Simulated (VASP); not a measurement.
# HfB (I4/mmm) in VASP: further runs

The runs below take HfB through single point, with PBE.

All numbers are computed with VASP 6.6.1; they aren't measurements. Logs are shortened: lines on timing, memory, paths and dates and some standing lists are left out, and cuts for length are marked.

### 1 The cell of the first run

The structure is tetragonal, space group I4/mmm (No. 139). Conventional cell: a = 3.572 Å, b = 3.572 Å, c = 4.703 Å, α = 90.00°, β = 90.00°, γ = 90.00°. Hf (site symmetry 4/mmm) has 6 B at 2.35 to 2.53 Å within 3.1 Å. B (site symmetry 4/mmm) has 6 Hf at 2.35 to 2.53 Å within 3.1 Å.

### 2 Single point, PBE (biaxial strain in the a-b plane: +4.5 %)

INCAR

```
SYSTEM = HfB
  PREC = Accurate
  ENCUT = 520
  EDIFF = 1E-6
  ISMEAR = 0
  SIGMA = 0.1
  LREAL = .FALSE.
  LASPH = .TRUE.
  NELM = 80
  ALGO = Normal
  ISIF = 2
  LWAVE = .FALSE.
  LCHARG = .FALSE.
  GGA = PE
  NBANDS = 21
```

KPOINTS

```
regular mesh
0
G
  12 12 10
  0 0 0
```

POSCAR

```
HfB
1.0
    2.5256587282      2.5256587282      0.0000000000
   -2.5256587282      2.5256587282      0.0000000000
    0.0000000000      0.0000000000      4.7032841006
Hf B
2 2
Direct
    0.5000000000      0.5000000000      0.0000000000
    0.0000000000      0.0000000000      0.5000000000
    0.0000000000      0.0000000000      0.0000000000
    0.5000000000      0.5000000000      0.5000000000
```

Potentials or basis: VASP PAW PBE potentials, release 64 (Hf_pv, B).

Run with:

```console
$ cat potpaw_PBE.64/Hf_pv/POTCAR potpaw_PBE.64/B/POTCAR > POTCAR
$ mpirun -np 1 vasp_std > vasp.out
```

OUTCAR:

```text
SYSTEM = HfB
   PREC = Accurate
   ENCUT = 520
   EDIFF = 1E-6
   ISMEAR = 0
   LREAL = .FALSE.
   LASPH = .TRUE.
   NELM = 80
   ISIF = 2
   GGA = PE

 ion  position               nearest neighbor table
   1  0.500  0.500  0.000-   4 2.35   4 2.35   3 2.53   3 2.53   3 2.53   3 2.53   2 3.45   2 3.45
                             2 3.45   2 3.45   2 3.45   2 3.45   2 3.45   2 3.45
   2  0.000  0.000  0.500-   3 2.35   3 2.35   4 2.53   4 2.53   4 2.53   4 2.53   1 3.45   1 3.45
                             1 3.45   1 3.45   1 3.45   1 3.45   1 3.45   1 3.45
   3  0.000  0.000  0.000-   2 2.35   2 2.35   1 2.53   1 2.53   1 2.53   1 2.53
   4  0.500  0.500  0.500-   1 2.35   1 2.35   2 2.53   2 2.53   2 2.53   2 2.53

  LATTYP: Found a simple tetragonal cell.
 ALAT       =     3.5718208273
 C/A-ratio  =     1.3167749246

  Lattice vectors:

 A1 = (   2.5256587282,   2.5256587282,   0.0000000000)
 A2 = (  -2.5256587282,   2.5256587282,   0.0000000000)
 A3 = (   0.0000000000,   0.0000000000,   4.7032841006)

Analysis of symmetry for initial positions (statically):
=====================================================================
 Subroutine PRICEL returns following result:

  LATTYP: Found a body centered tetragonal cell.
 ALAT       =     3.5718208273
 C/A-ratio  =     1.3167749246

  Lattice vectors:

 A1 = (   0.0000000000,  -2.5256587282,  -2.3516420503)
 A2 = (   0.0000000000,   2.5256587282,  -2.3516420503)
 A3 = (   2.5256587282,   0.0000000000,   2.3516420503)

   2 primitive cells build up your supercell.

 Routine SETGRP: Setting up the symmetry group for a
 simple tetragonal supercell.

 Subroutine GETGRP returns: Found 16 space group operations
 (whereof 16 operations were pure point group operations)
 out of a pool of 16 trial point group operations.

The static configuration has the point symmetry D_4h.

Analysis of symmetry for dynamics (positions and initial velocities):
=====================================================================
 Subroutine PRICEL returns following result:

  LATTYP: Found a body centered tetragonal cell.
 ALAT       =     3.5718208273
 C/A-ratio  =     1.3167749246

  Lattice vectors:

 A1 = (   0.0000000000,  -2.5256587282,  -2.3516420503)
 A2 = (   0.0000000000,   2.5256587282,  -2.3516420503)
 A3 = (   2.5256587282,   0.0000000000,   2.3516420503)

   2 primitive cells build up your supercell.

[... 91 lines left out ...]
   total plane-waves  NPLWV =  28224
   dimension x,y,z NGX =    28 NGY =   28 NGZ =   36
   dimension x,y,z NGXF=    56 NGYF=   56 NGZF=   72
   ions per type =               2   2
   NGX,Y,Z   is equivalent  to a cutoff of  13.03, 13.03, 12.72 a.u.
   NGXF,Y,Z  is equivalent  to a cutoff of  26.06, 26.06, 25.45 a.u.
 SYSTEM =  HfB
   PREC   = accura    normal or accurate (medium, high low for compatibility)
   ISTART =      0    job   : 0-new  1-cont  2-samecut
   ICHARG =      2    charge: 1-file 2-atom 10-const
   ISPIN  =      1    spin polarized calculation?
   LNONCOLLINEAR =      F non collinear calculations
   LSORBIT =      F    spin-orbit coupling
   LASPH  =      T    aspherical Exc in radial PAW
   ENCUT  =  520.0 eV  38.22 Ry    6.18 a.u.   6.64  6.64  8.74*2*pi/ulx,y,z
   NELM   =     80;   NELMIN=  2; NELMDL= -5     # of ELM steps
   EDIFF  = 0.1E-05   stopping-criterion for ELM
   LREAL  =      F    real-space projection
[... 7 lines left out ...]
   TEBEG  =    0.0;   TEEND  =   0.0 temperature during run
   PSTRESS=    0.0 pullay stress
   NELECT =      26.0000    total number of electrons
   NUPDOWN=      -1.0000    fix difference up-down
   EMIN   =  10.00;   EMAX   =-10.00  energy-range for DOS
   EFERMI =   0.00;   METHOD = LEGACY
   ISMEAR =     0;   SIGMA  =   0.10  broadening in eV -4-tet -1-fermi 0-gaus
   EFERMI_NEDOS =   21; number of points for ismear=-14 and -15
   IALGO  =     38    algorithm
   IMIX   =      4    mixing-type and parameters
     AMIX     =   0.40;   BMIX     =  1.00
     AMIX_MAG =   1.60;   BMIX_MAG =  1.00
  volume/ion in A,a.u.               =      15.00       101.23
  Fermi-wavevector in a.u.,A,eV,Ry     =   1.238813  2.341017 20.880286  1.534658
  Thomas-Fermi vector in A             =   2.373323
   LORBIT       =      0    0 simple, 1 ext, 2 COOP (PROOUT), +10 PAW based schemes
   GGA     = PE    functional components
   LHFCALC =     F    Hartree Fock is set to
   AEXX    =    0.0000 exact exchange contribution
   IVDW    =     0    specifies the selected vdW correction
   LEPSILON=     F    determine dielectric tensor
   LRPA    =     F    only Hartree local field effects (RPA)
 non-spin polarized calculation
 Gauss-broadening in eV      SIGMA  =   0.10
  energy-cutoff  :      520.00
  volume of cell :       60.00
 maximum number of plane-waves:      1642
 NGX is ok and might be reduce to    28
   NGX = 13   NGY = 13   NGZ = 17

 number of electron      26.0000001 magnetization

 Free energy of the ion-electron system (eV)
  ---------------------------------------------------
  ext. energy  EPLUGINS =         0.00000000
  ---------------------------------------------------
  free energy    TOTEN  =       -34.64640166 eV

  energy without entropy =      -34.63492561  energy(sigma->0) =      -34.64066364

 E-fermi :   3.9164     XC(G=0): -11.3854

 val. band max:        3.9154584881   @ k =   0.3333   0.0000   0.2000
 cond. band min:       3.9262836207   @ k =   0.3333   0.0000   0.0000
 fundamental gap:      0.0108251325
 Fermi energy:         3.9163933684

 k-point     1 :       0.0000    0.0000    0.0000
  band No.  band energies     occupation
      1     -25.6878      2.00000
      2     -25.5670      2.00000
      3     -25.5670      2.00000
      4     -25.4126      2.00000
      5     -25.4126      2.00000
      6     -25.3629      2.00000
[... 565 lines left out ...]
     20      10.2606      0.00000
     21      10.4288      0.00000

 [... further k-points ...]
[... 5 lines left out ...]
  --------------------------------------------------------------------------------------
  -------------------------------------------------------------------------------------
  Total       -5.4562144     -5.4562144      2.1976731      0.0000000      0.0000000     -0.0000000
  in kB     -145.6872229   -145.6872229     58.6804090      0.0000000      0.0000000     -0.0000000
  external PRESSURE =     -77.5646789 kB  Pullay stress =       0.0000000 kB

 VOLUME and BASIS-vectors are now :
 -----------------------------------------------------------------------------
  energy-cutoff  :      520.00
  volume of cell :       60.00
      direct lattice vectors                 reciprocal lattice vectors
     2.525658728  2.525658728  0.000000000     0.197968156  0.197968156  0.000000000
    -2.525658728  2.525658728  0.000000000    -0.197968156  0.197968156  0.000000000
     0.000000000  0.000000000  4.703284101     0.000000000  0.000000000  0.212617392

 POSITION                                       TOTAL-FORCE (eV/Angst)
 -----------------------------------------------------------------------------------
      0.00000      2.52566      0.00000         0.000000      0.000000     -0.000000
      0.00000      0.00000      2.35164         0.000000     -0.000000     -0.000000
      0.00000      0.00000      0.00000        -0.000000     -0.000000     -0.000000
      0.00000      2.52566      2.35164        -0.000000     -0.000000      0.000000
 -----------------------------------------------------------------------------------
    total drift:                               -0.000000      0.000000     -0.000000

  FREE ENERGIE OF THE ION-ELECTRON SYSTEM (eV)
  ---------------------------------------------------
  free  energy   TOTEN  =       -34.6464016607 eV

  energy  without entropy=      -34.6349256093  energy(sigma->0) =      -34.64066364
```

OSZICAR:

```text
N       E                     dE             d eps       ncg     rms          rms(c)
DAV:   1     0.709430810987E+02    0.70943E+02   -0.14160E+04  7064   0.118E+03
DAV:   2    -0.345826553375E+02   -0.10553E+03   -0.10176E+03  8881   0.269E+02
DAV:   3    -0.382709563138E+02   -0.36883E+01   -0.36341E+01  9234   0.346E+01
DAV:   4    -0.383037734374E+02   -0.32817E-01   -0.32786E-01  9014   0.377E+00
DAV:   5    -0.383040773914E+02   -0.30395E-03   -0.30392E-03  9084   0.332E-01    0.700E+01
DAV:   6    -0.347504156316E+02    0.35537E+01   -0.12848E+01  7702   0.138E+01    0.448E+01
DAV:   7    -0.347046811232E+02    0.45735E-01   -0.19334E+00  8981   0.677E+00    0.110E+01
DAV:   8    -0.346473077624E+02    0.57373E-01   -0.32458E-01  7959   0.237E+00    0.151E+00
DAV:   9    -0.346464185381E+02    0.88922E-03   -0.11003E-02  8679   0.623E-01    0.459E-01
DAV:  10    -0.346464071524E+02    0.11386E-04   -0.32389E-04  8869   0.110E-01    0.430E-02
DAV:  11    -0.346464039284E+02    0.32240E-05   -0.26968E-05  8890   0.239E-02    0.382E-02
DAV:  12    -0.346464014441E+02    0.24842E-05   -0.55966E-06  8403   0.146E-02    0.114E-02
DAV:  13    -0.346464016607E+02   -0.21655E-06   -0.24882E-07  5361   0.333E-03
   1 F= -.34646402E+02 E0= -.34640664E+02  d E =-.114761E-01
```

stdout:

```text
POSCAR found type information on POSCAR HfB
 POSCAR found :  2 types and       4 ions
 scaLAPACK will be used
 LDA part: xc-table for (Slater+PW92), standard interpolation
 POSCAR, INCAR and KPOINTS ok, starting setup
 FFT: planning ... GRIDC
 FFT: planning ... GRID_SOFT
 FFT: planning ... GRID
 WAVECAR not read
 entering main loop
```

Run time: 79 s. Hardware: 1 thread of Intel Xeon 6975P-C (Granite Rapids), shared host; peak memory 0.31 GiB.

What came out:

```yaml
Free_energy: -34.6464 eV
Pressure: -7.8 GPa
Band_gap_on_the_k_mesh: zero (band 13 reaches 5.85 eV, above the bottom of band 14 at 2.45 eV)
```

Caveat: the cell differs from its parent crystal (biaxial strain in the a-b plane: +4.5 %); spin-orbit coupling is left out, which moves the levels of the heavy elements.

### 3 Single point, PBE (biaxial strain in the a-b plane: +4.5 %, then relaxed in part)

INCAR

```
  PREC = Accurate
  ENCUT = 520
  EDIFF = 1E-6
  ISMEAR = 0
  SIGMA = 0.1
  LREAL = F
  LASPH = T
  NELM = 80
  ALGO = Normal
  ISIF = 2
  LWAVE = F
  LCHARG = F
  GGA = PE
  NBANDS = 21
```

KPOINTS

```
regular mesh
0
Gamma
  12 12 10
```

POSCAR, as its differences from that of step 2:

```diff
@@ -4,3 +4,3 @@
    -2.5256587282      2.5256587282      0.0000000000
-    0.0000000000      0.0000000000      4.7032841006
+    0.0000000000      0.0000000000      4.7713974565
 Hf B
```

Potentials or basis: VASP PAW PBE potentials, release 64 (Hf_pv, B).

Run with:

```console
$ cat potpaw_PBE.64/Hf_pv/POTCAR potpaw_PBE.64/B/POTCAR > POTCAR
$ mpirun -np 1 vasp_std > vasp.out
```

OUTCAR:

```text
PREC = Accurate
   ENCUT = 520
   EDIFF = 1E-6
   ISMEAR = 0
   LREAL = F
   LASPH = T
   NELM = 80
   ISIF = 2
   GGA = PE

 ion  position               nearest neighbor table
   1  0.500  0.500  0.000-   4 2.39   4 2.39   3 2.53   3 2.53   3 2.53   3 2.53   2 3.47   2 3.47
                             2 3.47   2 3.47   2 3.47   2 3.47   2 3.47   2 3.47
   2  0.000  0.000  0.500-   3 2.39   3 2.39   4 2.53   4 2.53   4 2.53   4 2.53   1 3.47   1 3.47
                             1 3.47   1 3.47   1 3.47   1 3.47   1 3.47   1 3.47
   3  0.000  0.000  0.000-   2 2.39   2 2.39   1 2.53   1 2.53   1 2.53   1 2.53
[... 798 lines left out ...]
  --------------------------------------------------------------------------------------
  -------------------------------------------------------------------------------------
  Total       -5.8035316     -5.8035316     -0.0005209      0.0000000      0.0000000     -0.0000000
  in kB     -152.7488722   -152.7488722     -0.0137111      0.0000000      0.0000000     -0.0000000
  external PRESSURE =    -101.8371518 kB  Pullay stress =       0.0000000 kB

 VOLUME and BASIS-vectors are now :
 -----------------------------------------------------------------------------
  energy-cutoff  :      520.00
  volume of cell :       60.87
      direct lattice vectors                 reciprocal lattice vectors
     2.525658728  2.525658728  0.000000000     0.197968156  0.197968156  0.000000000
    -2.525658728  2.525658728  0.000000000    -0.197968156  0.197968156  0.000000000
     0.000000000  0.000000000  4.771397456     0.000000000  0.000000000  0.209582205

 POSITION                                       TOTAL-FORCE (eV/Angst)
 -----------------------------------------------------------------------------------
      0.00000      2.52566      0.00000         0.000000     -0.000000     -0.000000
      0.00000      0.00000      2.38570         0.000000     -0.000000     -0.000000
      0.00000      0.00000      0.00000        -0.000000      0.000000     -0.000000
      0.00000      2.52566      2.38570        -0.000000      0.000000      0.000000
 -----------------------------------------------------------------------------------
    total drift:                               -0.000000      0.000000     -0.000000

  FREE ENERGIE OF THE ION-ELECTRON SYSTEM (eV)
  ---------------------------------------------------
  free  energy   TOTEN  =       -34.6621845712 eV

  energy  without entropy=      -34.6505599436  energy(sigma->0) =      -34.65637226
```

OSZICAR:

```text
N       E                     dE             d eps       ncg     rms          rms(c)
DAV:   1     0.702671321373E+02    0.70267E+02   -0.14076E+04  7056   0.118E+03
DAV:   2    -0.346276798931E+02   -0.10489E+03   -0.10112E+03  8841   0.269E+02
DAV:   3    -0.382950290665E+02   -0.36673E+01   -0.36090E+01  9262   0.346E+01
DAV:   4    -0.383295933243E+02   -0.34564E-01   -0.34458E-01  9000   0.384E+00
DAV:   5    -0.383299366960E+02   -0.34337E-03   -0.34331E-03  9061   0.345E-01    0.681E+01
DAV:   6    -0.347632382008E+02    0.35667E+01   -0.13086E+01  7738   0.138E+01    0.438E+01
DAV:   7    -0.347169640354E+02    0.46274E-01   -0.18891E+00  8997   0.670E+00    0.110E+01
DAV:   8    -0.346631812458E+02    0.53783E-01   -0.30476E-01  7956   0.228E+00    0.146E+00
DAV:   9    -0.346622058709E+02    0.97537E-03   -0.10878E-02  8676   0.618E-01    0.446E-01
DAV:  10    -0.346621890525E+02    0.16818E-04   -0.33383E-04  8945   0.111E-01    0.431E-02
DAV:  11    -0.346621868520E+02    0.22005E-05   -0.22661E-05  8989   0.224E-02    0.356E-02
DAV:  12    -0.346621844118E+02    0.24403E-05   -0.52788E-06  8374   0.141E-02    0.708E-03
DAV:  13    -0.346621845712E+02   -0.15948E-06   -0.22050E-07  5353   0.317E-03
   1 F= -.34662185E+02 E0= -.34656372E+02  d E =-.116246E-01
```

stdout:

```text
POSCAR found type information on POSCAR HfB
 POSCAR found :  2 types and       4 ions
 scaLAPACK will be used
 LDA part: xc-table for (Slater+PW92), standard interpolation
 POSCAR, INCAR and KPOINTS ok, starting setup
 FFT: planning ... GRIDC
 FFT: planning ... GRID_SOFT
 FFT: planning ... GRID
 WAVECAR not read
 entering main loop
```

Wall time 71 s (1 thread of Intel Xeon 6975P-C (Granite Rapids), shared host); peak memory 0.31 GiB.

What came out:

```
Free energy            : -34.6622 eV
Pressure               : -10.2 GPa
Band gap on the k mesh : zero (band 13 reaches 5.71 eV, above the bottom of band 14 at 2.43 eV)
```

Stress tensor (GPa, compression positive):
```
-15.27   0.00   0.00
  0.00 -15.27   0.00
  0.00   0.00   0.00
```

Levels at points of the mesh, in eV from the Fermi level:
| k point | band 11 | band 12 | band 13 | band 14 | band 15 | band 16 | band 17 | band 18 |
| --- | --- | --- | --- | --- | --- | --- | --- | --- |
| (0.00, 0.00, 0.00) | 1.51 | 1.51 | 1.81 | 1.81 | 2.33 | 3.17 | 3.33 | 3.33 |
| (0.50, 0.00, 0.00) | -0.74 | -0.74 | -0.60 | -0.60 | 3.71 | 3.71 | 5.18 | 5.18 |
| (0.50, 0.50, 0.00) | -0.58 | -0.58 | 1.87 | 1.87 | 1.95 | 1.95 | 4.83 | 4.83 |
| (0.00, 0.00, 0.50) | 0.52 | 0.52 | 0.91 | 0.91 | 0.91 | 0.91 | 3.99 | 3.99 |
| (0.50, 0.00, 0.50) | -1.11 | -1.11 | -0.98 | -0.98 | 5.01 | 5.01 | 5.43 | 5.43 |
| (0.50, 0.50, 0.50) | -1.52 | -1.52 | -1.41 | -1.41 | 5.10 | 5.10 | 5.10 | 5.10 |

Caveat: the cell differs from its parent crystal (biaxial strain in the a-b plane: +4.5 %, then relaxed in part); spin-orbit coupling is left out, which moves the levels of the heavy elements.
